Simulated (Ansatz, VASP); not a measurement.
# Two plane-wave programs on CdS

```
CELL_PARAMETERS angstrom
4.09767 0.00000 0.00000
-2.04883 3.54868 0.00000
0.00000 0.00000 3.82831
ATOMIC_POSITIONS crystal
Cd 0.00000 0.00000 0.53079
S 0.66667 0.33333 0.34621
```

Alike in both runs: task single point; functional PBE; dispersion D3(BJ); k mesh 6 × 6 × 8; occupations gaussian, width 0.05 eV; no spin polarisation.

```csv
,VASP,Ansatz
version,VASP 6.6.1,Ansatz 0.2.0
potentials or method,"VASP PAW PBE potentials, release 64 (Cd, S), cutoff 520 eV","scalar-relativistic, plane waves, PAW"
valence electrons in the cell,18,26
```

VASP gave:

| Item | Value |
| --- | --- |
| gap on the k mesh at the Fermi level (eV) | 0.92 |
| least direct gap on the mesh (eV) | 1.24 |
| pressure (GPa) | 0.3 |
| traceless stress, the component that is largest in VASP (GPa) | -0.25 |
| rms of the force components (eV/Å) | 0.017 |

Task: Which values does Ansatz return?

Result: gap on the k mesh at the Fermi level (eV): 0.90; least direct gap on the mesh (eV): 1.23; pressure (GPa): 0.0; traceless stress, the component that is largest in VASP (GPa): -0.01; rms of the force components (eV/Å): 0.001.

Atom by atom the forces differ by 0.017 eV/Å (rms over components). VASP's potentials hold 18 valence electrons a cell and Ansatz's 26, so a difference there can come from the potentials and not from the codes.
